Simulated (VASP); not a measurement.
# Sn3GeO8: single point with PBE

The system is Sn3GeO8.

```
Sn Ge O
1.0
    -3.15602   -3.35519    3.36373
    -3.15602    3.35519   -3.36373
     3.15602   -3.35519   -3.36373
Sn Ge O
3 1 8
Direct
  0.50000 0.50000 0.00000
  0.24930 0.74930 0.50000
  0.75070 0.25070 0.50000
  0.00000 0.00000 0.00000
  0.29860 0.00000 0.29860
  0.80339 0.50000 0.30339
  0.23292 0.04616 0.81324
  0.76708 0.58032 0.81324
  0.70140 0.00000 0.70140
  0.19662 0.50000 0.69661
  0.23292 0.41968 0.18676
  0.76708 0.95384 0.18676
```

- Program: VASP 6.6.1
- Task: single point
- Functional: PBE
- Potentials or basis: VASP PAW PBE potentials, release 64 (Sn_d, Ge_d, O)
- Cutoff: 520 eV
- k mesh: 4 × 4 × 4
- Occupations: gaussian, width 0.1 eV
- Spin: no spin polarisation
- Dipole correction: no
- Further INCAR settings: ALGO = Normal; EDIFF = 1e-06; NBANDS = 64

| Item | Value |
| --- | --- |
| Pressure | 0.5 GPa |
| Largest force | 0.044 eV/Å |
| Band gap on the k mesh | 0.66 eV |

Forces in eV/Å, atoms in the order of the input:
```
Sn   0.000  0.000  0.000
Sn   0.003  0.000  0.000
Sn  -0.003  0.000  0.000
Ge   0.000  0.000  0.000
O    0.000  0.044  0.000
O    0.000  0.026  0.000
O    0.015  0.000  0.011
O   -0.015  0.000  0.011
O    0.000 -0.044  0.000
O    0.000 -0.026  0.000
O    0.015  0.000 -0.011
O   -0.015  0.000 -0.011
```

Stress tensor (GPa, compression positive):
```
0.70 0.00 0.00
0.00 0.42 0.00
0.00 0.00 0.41
```

Levels at points of the mesh, in eV from the valence-band top:
```tsv
k point	band 50	band 51	band 52	band 53	band 54	band 55
(0.00, 0.00, 0.00)	-0.74	-0.74	0.00	0.66	4.15	4.40
(0.50, 0.00, 0.00)	-0.86	-0.54	-0.50	3.96	4.04	5.47
(0.00, 0.50, 0.00)	-0.78	-0.52	-0.49	3.80	4.16	5.60
(0.50, 0.50, 0.00)	-0.72	-0.66	-0.63	3.77	3.94	5.72
(0.50, 0.50, 0.50)	-1.17	-1.12	-0.80	4.05	4.27	5.51
```

Run time: 3 min on 1 thread of Intel(R) Xeon(R) Platinum 8259CL CPU @ 2.50GHz (Skylake/Cascade Lake), with other jobs on the host, peak memory 0.32 GiB.

Caveat: semilocal functionals underestimate gaps, and a narrow one can read as zero; spin-orbit coupling is left out, which moves the levels of the heavy elements.
